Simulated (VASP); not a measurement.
# HPb32Se32 (a cell with a defect) in VASP: a series of runs

Aim: see how the results for HPb32Se32 (a cell with a defect) move with the level of theory and the settings. Levels: HSE06, PBEsol. Tasks: single point, relaxation of the atoms.

Program: VASP 6.6.1. These are calculated values, not measurements. Logs are shortened: lines on timing, memory, paths and dates and some standing lists are left out, and cuts for length are marked.

## (1) The cell of the first run

The cell holds a defect, 65 atoms: a = 12.200 Å, b = 12.200 Å, c = 12.200 Å, α = 90.00°, β = 90.00°, γ = 90.00°.

## (2) Single point, HSE06

POSCAR reads:

```
HPb32Se32
1.0
   12.2000000000      0.0000000000      0.0000000000
    0.0000000000     12.2000000000      0.0000000000
    0.0000000000      0.0000000000     12.2000000000
Se Pb H
32 32 1
Direct
    0.2492000000      0.9983030000      0.0002020000
    0.2489450000      0.9866480000      0.5003850000
    0.2519700000      0.4979800000      0.9999650000
    0.2705320000      0.4794150000      0.4998380000
    0.7489830000      0.0008350000      0.0002400000
    0.7473330000      0.0025720000      0.5002450000
    0.7516320000      0.5006160000      0.0003780000
    0.7632580000      0.5009770000      0.5002350000
    0.9981670000      0.2494070000      0.0002230000
    0.9868420000      0.2493530000      0.5004260000
    0.0007220000      0.7492050000      0.0002270000
    0.0021560000      0.7477930000      0.5002230000
    0.4978700000      0.2519910000      0.0000530000
    0.4806420000      0.2692130000      0.4999350000
    0.5005090000      0.7517000000      0.0003110000
    0.5006170000      0.7630530000      0.5001210000
    0.9982350000      0.9984510000      0.2508070000
    0.9990230000      0.9993010000      0.7497830000
    0.0028540000      0.4980300000      0.2514910000
    0.0034620000      0.4990030000      0.7501870000
    0.4978430000      0.0029010000      0.2513640000
    0.4987400000      0.0035600000      0.7500420000
    0.5028250000      0.5028060000      0.2530260000
    0.5035230000      0.5035950000      0.7503390000
    0.2462420000      0.2462630000      0.2502390000
    0.2469210000      0.2470560000      0.7476200000
    0.2508970000      0.7463760000      0.2504040000
    0.2518620000      0.7470410000      0.7490790000
    0.7462950000      0.2510690000      0.2503930000
    0.7468360000      0.2520430000      0.7490820000
    0.7506090000      0.7508030000      0.2507070000
    0.7514300000      0.7516260000      0.7497200000
    0.9987870000      0.9988420000      0.0002990000
    0.9947500000      0.9949320000      0.5001910000
    0.0015820000      0.4996620000      0.0006260000
    0.0065700000      0.4980650000      0.5004190000
    0.4995350000      0.0019020000      0.0008110000
    0.4976410000      0.0069020000      0.5006690000
    0.5021280000      0.5024640000      0.0018380000
    0.5236030000      0.5244850000      0.5027050000
    0.2475180000      0.2476810000      0.9989250000
    0.2256260000      0.2264570000      0.4986150000
    0.2501240000      0.7482320000      0.9995830000
    0.2516530000      0.7433220000      0.4996360000
    0.7481120000      0.2504710000      0.9997540000
    0.7431310000      0.2522820000      0.4997080000
    0.7509410000      0.7512460000      0.0002640000
    0.7549260000      0.7553290000      0.5003350000
    0.2482120000      0.9961050000      0.2476050000
    0.2488920000      0.9968170000      0.7527260000
    0.2527800000      0.4964780000      0.2479690000
    0.2533540000      0.4968280000      0.7521960000
    0.7482900000      0.0007870000      0.2489670000
    0.7492130000      0.0017240000      0.7515530000
    0.7526540000      0.5011180000      0.2477170000
    0.7539420000      0.5017730000      0.7529110000
    0.9960100000      0.2483360000      0.2475670000
    0.9968610000      0.2489760000      0.7529010000
    0.0006140000      0.7484040000      0.2490250000
    0.0015190000      0.7492190000      0.7515580000
    0.4963760000      0.2530530000      0.2479390000
    0.4969360000      0.2536090000      0.7526640000
    0.5008610000      0.7529470000      0.2477710000
    0.5015480000      0.7541700000      0.7531220000
    0.3766020000      0.3734800000      0.4992320000
```

INCAR.step1 reads:

```
  ALGO = Normal
  EDIFF = 1E-5
  ENCUT = 400
  GGA = PE
  GGA_COMPAT = F
  ISIF = 2
  ISMEAR = -1
  ISYM = -1
  KPAR = 1
  LASPH = T
  LREAL = Auto
  LWAVE = T
  NBANDS = 358
  NELECT = 640.0
  NELM = 120
  PREC = Accurate
  SIGMA = 0.05
```

INCAR.step2 reads:

```
  ALGO = Normal
  EDIFF = 1E-6
  ENCUT = 400
  GGA = PE
  GGA_COMPAT = F
  HFSCREEN = 0.2079
  ISIF = 2
  ISMEAR = -1
  ISTART = 1
  ISYM = -1
  KPAR = 1
  LASPH = T
  LCHARG = T
  LELF = T
  LHFCALC = T
  LREAL = Auto
  LVHAR = T
  LWAVE = F
  NBANDS = 358
  NELECT = 640.0
  NELM = 120
  PREC = Accurate
  PRECFOCK = Fast
  SIGMA = 0.05
```

KPOINTS reads:

```
explicit points
1
Reciprocal
  0.25000000   0.25000000   0.25000000 1
```

Potentials or basis: VASP PAW PBE potentials, release 64 (Se, Pb_d, H).

The run is started by

```console
> cat potpaw_PBE.64/Se/POTCAR potpaw_PBE.64/Pb_d/POTCAR potpaw_PBE.64/H/POTCAR > POTCAR
> cp INCAR.step1 INCAR
> mpirun -np 8 vasp_std > vasp.out
> cp INCAR.step2 INCAR
> mpirun -np 8 vasp_std > vasp.out
```

OUTCAR:

```text
EDIFF = 1E-6
   ENCUT = 400
   GGA = PE
   HFSCREEN = 0.2079
   ISIF = 2
   ISMEAR = -1
   ISTART = 1
   ISYM = -1
   LASPH = T
   LHFCALC = T
   LREAL = Auto
   NELECT = 640.0
   NELM = 120
   PREC = Accurate
   PRECFOCK = Fast

 ion  position               nearest neighbor table
   1  0.249  0.998  0.000-  49 3.02  50 3.02  41 3.04  43 3.05  37 3.05  33 3.06
   2  0.249  0.987  0.500-  42 2.94  44 2.97  38 3.04  50 3.08  49 3.09  34 3.10
   3  0.252  0.498  1.000-  52 3.02  51 3.03  39 3.05  43 3.05  41 3.05  35 3.05
   4  0.271  0.479  0.500-  65 1.83  51 3.09  52 3.09  42 3.13  40 3.14  44 3.23  36 3.23
   5  0.749  0.001  0.000-  54 3.03  53 3.03  37 3.04  47 3.05  45 3.05  33 3.05
   6  0.747  0.003  0.500-  48 3.02  34 3.02  38 3.05  46 3.05  53 3.07  54 3.07
   7  0.752  0.501  0.000-  55 3.02  56 3.02  39 3.04  35 3.05  45 3.05  47 3.06
   8  0.763  0.501  0.500-  40 2.94  36 2.97  46 3.04  55 3.08  56 3.08  48 3.10
   9  0.998  0.249  0.000-  58 3.02  57 3.02  41 3.04  45 3.05  35 3.05  33 3.06
  10  0.987  0.249  0.500-  42 2.93  46 2.97  36 3.04  58 3.08  57 3.09  34 3.11
  11  0.001  0.749  0.000-  60 3.03  59 3.04  43 3.04  35 3.04  33 3.05  47 3.05
  12  0.002  0.748  0.500-  34 3.02  48 3.02  44 3.04  36 3.05  59 3.06  60 3.07
  13  0.498  0.252  0.000-  62 3.02  61 3.02  37 3.05  45 3.05  41 3.05  39 3.06
  14  0.481  0.269  0.500-  65 1.80  61 3.09  62 3.10  42 3.15  40 3.16  38 3.21  46 3.21
  15  0.501  0.752  0.000-  64 3.02  63 3.02  39 3.04  37 3.05  43 3.06  47 3.06
  16  0.501  0.763  0.500-  40 2.92  38 2.98  44 3.05  63 3.08  64 3.09  48 3.10
  17  0.998  0.998  0.251-  34 3.04  57 3.05  53 3.05  49 3.05  59 3.05  33 3.06
  18  0.999  0.999  0.750-  34 3.05  58 3.05  54 3.05  50 3.05  60 3.05  33 3.06
  19  0.003  0.498  0.251-  36 3.04  57 3.05  51 3.05  55 3.05  59 3.05  35 3.06
  20  0.003  0.499  0.750-  56 3.04  36 3.05  52 3.05  58 3.05  60 3.05  35 3.06
[... 11 lines left out ...]
  32  0.751  0.752  0.750-  48 3.04  56 3.05  64 3.05  60 3.05  54 3.05  47 3.06
  33  0.999  0.999  0.000-  11 3.05   5 3.05   1 3.06  17 3.06  18 3.06   9 3.06
  34  0.995  0.995  0.500-  12 3.02   6 3.02  17 3.04  18 3.05   2 3.10  10 3.11  42 3.99  48 4.14

  35  0.002  0.500  0.001-  11 3.04   7 3.05   9 3.05   3 3.05  20 3.06  19 3.06
  36  0.007  0.498  0.500-   8 2.97  19 3.04  10 3.04  12 3.05  20 3.05   4 3.23
  37  0.500  0.002  0.001-   5 3.04  13 3.05  15 3.05   1 3.05  21 3.06  22 3.06
  38  0.498  0.007  0.501-  16 2.98  21 3.04  22 3.04   2 3.04   6 3.05  14 3.21
  39  0.502  0.502  0.002-  15 3.04   7 3.04   3 3.05  13 3.06  23 3.06  24 3.07
  40  0.524  0.524  0.503-  16 2.92   8 2.94  24 3.04  23 3.07   4 3.14  14 3.16  48 3.99
  41  0.248  0.248  0.999-   9 3.04   1 3.04   3 3.05  13 3.05  26 3.07  25 3.07
  42  0.226  0.226  0.499-  10 2.93   2 2.94  25 3.05  26 3.06   4 3.13  14 3.15  34 3.99
  43  0.250  0.748  1.000-  11 3.04   1 3.05   3 3.05  15 3.06  28 3.06  27 3.06
  44  0.252  0.743  0.500-   2 2.97  27 3.04  28 3.04  12 3.04  16 3.05   4 3.23
  45  0.748  0.250  1.000-   5 3.05   9 3.05   7 3.05  13 3.05  29 3.06  30 3.06
  46  0.743  0.252  0.500-  10 2.97  29 3.04  30 3.04   8 3.04   6 3.05  14 3.21
  47  0.751  0.751  0.000-   5 3.05  11 3.05  15 3.06  31 3.06  32 3.06   7 3.06
  48  0.755  0.755  0.500-  12 3.02   6 3.02  32 3.04  31 3.05  16 3.10   8 3.10  40 3.99  34 4.14

  49  0.248  0.996  0.248-   1 3.02  21 3.05  27 3.05  17 3.05  25 3.05   2 3.09
  50  0.249  0.997  0.753-   1 3.02  28 3.05  18 3.05  22 3.05  26 3.05   2 3.08
  51  0.253  0.496  0.248-   3 3.03  27 3.05  19 3.05  23 3.05  25 3.05   4 3.09
  52  0.253  0.497  0.752-   3 3.02  26 3.05  20 3.05  28 3.05  24 3.05   4 3.09
  53  0.748  0.001  0.249-   5 3.03  17 3.05  31 3.05  29 3.05  21 3.06   6 3.07
  54  0.749  0.002  0.752-   5 3.03  18 3.05  32 3.05  30 3.05  22 3.06   6 3.07
[... 8 lines left out ...]
  63  0.501  0.753  0.248-  15 3.02  31 3.05  21 3.05  27 3.05  23 3.05  16 3.08
  64  0.502  0.754  0.753-  15 3.02  22 3.04  28 3.05  32 3.05  24 3.06  16 3.09
  65  0.377  0.373  0.499-  14 1.80   4 1.83

IMPORTANT INFORMATION: All symmetrisations will be switched off!
NOSYMM: (Re-)initialisation of all symmetry stuff for point group C_1.

----------------------------------------------------------------------------------------

                                     Primitive cell

  volume of cell :    1815.8480

  direct lattice vectors                    reciprocal lattice vectors
    12.200000000  0.000000000  0.000000000     0.081967213  0.000000000  0.000000000
     0.000000000 12.200000000  0.000000000     0.000000000  0.081967213  0.000000000
     0.000000000  0.000000000 12.200000000     0.000000000  0.000000000  0.081967213

  length of vectors
    12.200000000 12.200000000 12.200000000     0.081967213  0.081967213  0.081967213

  position of ions in fractional coordinates (direct lattice)
[... 156 lines left out ...]
   ICHARG =      0    charge: 1-file 2-atom 10-const
   ISPIN  =      1    spin polarized calculation?
   LNONCOLLINEAR =      F non collinear calculations
   LSORBIT =      F    spin-orbit coupling
   LASPH  =      T    aspherical Exc in radial PAW
   ENCUT  =  400.0 eV  29.40 Ry    5.42 a.u.  19.90 19.90 19.90*2*pi/ulx,y,z
   NELM   =    120;   NELMIN=  2; NELMDL=  0     # of ELM steps
   EDIFF  = 0.1E-05   stopping-criterion for ELM
   LREAL  =      T    real-space projection
   EDIFFG = 0.1E-04   stopping-criterion for IOM
   NSW    =      0    number of steps for IOM
   IBRION =     -1    ionic relax: 0-MD 1-quasi-New 2-CG
   NFREE  =      0    steps in history (QN), initial steepest desc. (CG)
   ISIF   =      2    stress and relaxation
   ISYM   =     -1    0-nonsym 1-usesym 2-fastsym
   POTIM  = 0.5000    time-step for ionic-motion
   TEBEG  =    0.0;   TEEND  =   0.0 temperature during run
   PSTRESS=    0.0 pullay stress
   NELECT =     640.0000    total number of electrons
   NUPDOWN=      -1.0000    fix difference up-down
   EMIN   =  10.00;   EMAX   =-10.00  energy-range for DOS
   EFERMI =   0.00;   METHOD = LEGACY
   ISMEAR =    -1;   SIGMA  =   0.05  broadening in eV -4-tet -1-fermi 0-gaus
   EFERMI_NEDOS =   21; number of points for ismear=-14 and -15
   IALGO  =     38    algorithm
   IMIX   =      1    mixing-type and parameters
     AMIX     =   0.40;   BMIX     =  1.00
     AMIX_MAG =   1.60;   BMIX_MAG =  1.00
  volume/ion in A,a.u.               =      27.94       188.52
  Fermi-wavevector in a.u.,A,eV,Ry     =   1.156401  2.185280 18.194560  1.337262
  Thomas-Fermi vector in A             =   2.293021
   LORBIT       =      0    0 simple, 1 ext, 2 COOP (PROOUT), +10 PAW based schemes
   GGA     = PE    functional components
   LHFCALC =     T    Hartree Fock is set to
   PRECFOCK=fast      Normal, Fast or Accurate (Low or Medium for compatibility)
   ENCUT4O =  -1.0   cutoff for four orbital integrals eV
   NKREDX  =     1    reduce k-point grid by
   NKREDY  =     1    reduce k-point grid by
   NKREDZ  =     1    reduce k-point grid by
   AEXX    =    0.2500 exact exchange contribution
   HFSCREEN=    0.2079 screening length (either q_TF or 0.3 A-1)
   HFSCREENC=   0.2079 screening length for correlation (either q_TF or 0.3 A-1)
   ENCUTFOCK=  -1.0 apply spherical cutoff to Coloumb kernel
   IVDW    =     0    specifies the selected vdW correction
   LEPSILON=     F    determine dielectric tensor
   LRPA    =     F    only Hartree local field effects (RPA)
 non-spin polarized calculation
  energy-cutoff  :      400.00
  volume of cell :     1815.85
 maximum number of plane-waves:     33005
 NGX is ok and might be reduce to    80
  NGX = 42; NGY = 42; NGZ = 42

 number of electron     639.9999991 magnetization

 Free energy of the ion-electron system (eV)
  ---------------------------------------------------
  ext. energy  EPLUGINS =         0.00000000
  ---------------------------------------------------
  free energy    TOTEN  =      -320.72530437 eV

  energy without entropy =     -320.72530434  energy(sigma->0) =     -320.72530436

 E-fermi :   5.3579     XC(G=0):  -7.9666

 val. band max:        4.3738344921   @ k =   0.2500   0.2500   0.2500
 cond. band min:       6.3005038401   @ k =   0.2500   0.2500   0.2500
 fundamental gap:      1.9266693481
 Fermi energy:         5.3578810072

 k-point     1 :       0.2500    0.2500    0.2500
  band No.  band energies     occupation
      1     -13.9469      2.00000
      2     -13.9239      2.00000
      3     -13.9144      2.00000
      4     -13.9037      2.00000
      5     -13.8917      2.00000
      6     -13.8760      2.00000
[... 324 lines left out ...]
    331       7.1737      0.00000
    332       7.1796      0.00000
 [bands above 332 left out]

------------------------ aborting loop because EDIFF is reached ----------------------------------------

  FORCE on cell =-STRESS in cart. coord.  units (eV):
  Direction    XX          YY          ZZ          XY          YZ          ZX
  --------------------------------------------------------------------------------------
  -------------------------------------------------------------------------------------
  Total        8.6335593      8.6402560      8.8194068      2.5471715      0.0047620     -0.0034339
  in kB        7.6176492      7.6235579      7.7816280      2.2474461      0.0042017     -0.0030299
  external PRESSURE =       7.6742784 kB  Pullay stress =       0.0000000 kB

 VOLUME and BASIS-vectors are now :
 -----------------------------------------------------------------------------
  energy-cutoff  :      400.00
  volume of cell :     1815.85
      direct lattice vectors                 reciprocal lattice vectors
    12.200000000  0.000000000  0.000000000     0.081967213  0.000000000  0.000000000
     0.000000000 12.200000000  0.000000000     0.000000000  0.081967213  0.000000000
     0.000000000  0.000000000 12.200000000     0.000000000  0.000000000  0.081967213

 POSITION                                       TOTAL-FORCE (eV/Angst)
 -----------------------------------------------------------------------------------
      3.04024     12.17930      0.00246         0.006766      0.016169      0.000473
      3.03713     12.03711      6.10470         0.014752      0.015314     -0.006144
      3.07403      6.07536     12.19957        -0.015083      0.013029      0.003624
      3.30049      5.84886      6.09802         0.045540     -0.046181      0.001917
      9.13759      0.01019      0.00293         0.014300     -0.008610     -0.001371
      9.11746      0.03138      6.10299         0.017482     -0.017094      0.001013
[... 57 lines left out ...]
      6.11889      9.20087      9.18809        -0.000485      0.000348      0.002635
      4.59454      4.55646      6.09063         0.044764     -0.020450      0.010299
 -----------------------------------------------------------------------------------
    total drift:                                0.026518      0.001578     -0.011768

  FREE ENERGIE OF THE ION-ELECTRON SYSTEM (eV)
  ---------------------------------------------------
  free  energy   TOTEN  =      -320.7253043693 eV

  energy  without entropy=     -320.7253043420  energy(sigma->0) =     -320.72530436
```

Run time: 16 min. Hardware: 8 MPI ranks of Intel Xeon 6975P-C (Granite Rapids), shared host; peak memory 0.8 GiB.

What came out:

```
Free energy   : -320.7253 eV
Largest force : 0.144 eV/Å
```

Forces in eV/Å, atoms in the order of the input:
```
Se   0.007  0.016  0.000
Se   0.015  0.015 -0.006
Se  -0.015  0.013  0.004
Se   0.046 -0.046  0.002
Se   0.014 -0.009 -0.001
Se   0.017 -0.017  0.001
Se  -0.021 -0.003 -0.004
Se  -0.013 -0.014 -0.003
Se   0.016  0.002  0.005
Se   0.000  0.008 -0.009
Se  -0.016  0.014 -0.001
Se  -0.017  0.016 -0.001
Se   0.010 -0.012  0.003
Se  -0.101  0.103  0.003
Se  -0.005 -0.019  0.000
Se  -0.010  0.005  0.001
Se   0.009  0.007 -0.005
Se   0.013  0.006  0.009
Se  -0.005  0.007 -0.008
Se  -0.009  0.000  0.002
Se   0.007 -0.001 -0.004
Se   0.004 -0.004  0.004
Se   0.006  0.009 -0.012
Se   0.005  0.008  0.004
Se  -0.008 -0.006  0.004
Se  -0.009 -0.012  0.012
Se   0.001  0.010 -0.005
Se  -0.009  0.000  0.003
Se   0.010 -0.001 -0.001
Se   0.004 -0.012  0.004
Se  -0.004 -0.008 -0.014
Se  -0.010 -0.010  0.005
Pb  -0.002  0.000 -0.002
Pb  -0.016 -0.012 -0.001
Pb   0.007 -0.002 -0.001
Pb  -0.020 -0.013  0.002
Pb  -0.005  0.001 -0.004
Pb  -0.018 -0.047 -0.002
Pb   0.000 -0.001 -0.003
Pb  -0.017 -0.030 -0.009
Pb  -0.001  0.001  0.003
Pb   0.025  0.012 -0.002
Pb   0.004 -0.006  0.006
Pb   0.018  0.018  0.006
Pb  -0.004  0.001  0.003
Pb   0.043  0.019  0.005
Pb   0.003 -0.001  0.001
Pb   0.014  0.014  0.001
Pb  -0.001 -0.004 -0.004
Pb   0.000  0.005  0.001
Pb   0.005 -0.006  0.002
Pb   0.008  0.001 -0.003
Pb  -0.004  0.000  0.002
Pb  -0.002  0.000 -0.002
Pb   0.003 -0.004  0.004
Pb   0.001  0.000  0.005
Pb  -0.005  0.001 -0.004
Pb   0.001  0.004 -0.002
Pb  -0.001 -0.002 -0.002
Pb   0.000  0.002 -0.001
Pb  -0.005  0.001 -0.007
Pb  -0.004  0.006  0.001
Pb  -0.004  0.000  0.001
Pb   0.000  0.000  0.003
H    0.045 -0.020  0.010
```

Caveat: the cell carries a net charge on a neutralising background, which shifts energy and pressure; the cell is charged against a uniform background, so pressure and absolute levels hang on convention; the PAW data sets were made with another functional, which shifts forces and pressure a little; spin-orbit coupling is left out, which moves the levels of the heavy elements.

[end of part 1 of 2]
